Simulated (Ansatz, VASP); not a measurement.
## Ni: VASP beside Ansatz

```
Ni
1.0
     0.00000    1.78868    1.78868
     1.78868    0.00000    1.78868
     1.78868    1.78868    0.00000
Ni
1
Direct
  0.00000 0.00000 0.00000
```

Alike in both runs: task single point; functional BLYP; k mesh 25 × 25 × 25; occupations fermi-dirac, width 0.05 eV; collinear spin.

|  | VASP | Ansatz |
| --- | --- | --- |
| version | VASP 6.6.1 | Ansatz 0.2.0 |
| potentials or method | VASP PAW PBE potentials, release 64 (Ni), cutoff 520 eV | plane waves (420 eV) with PAW, scalar-relativistic |
| valence electrons in the cell | 10 | 18 |

```csv
,VASP,Ansatz,Ansatz less VASP
pressure (GPa),0.1,0.0,-0.11
net moment per atom (μB),0.61,0.62,+0.011
size of the moment on the site where the two differ most (μB),0.62,0.66,+0.034
```

VASP's potentials were made for PBE, not for BLYP. Site moments also hang on the region over which each program counts them. VASP's potentials hold 10 valence electrons a cell and Ansatz's 18, so a difference there can come from the potentials and not from the codes.
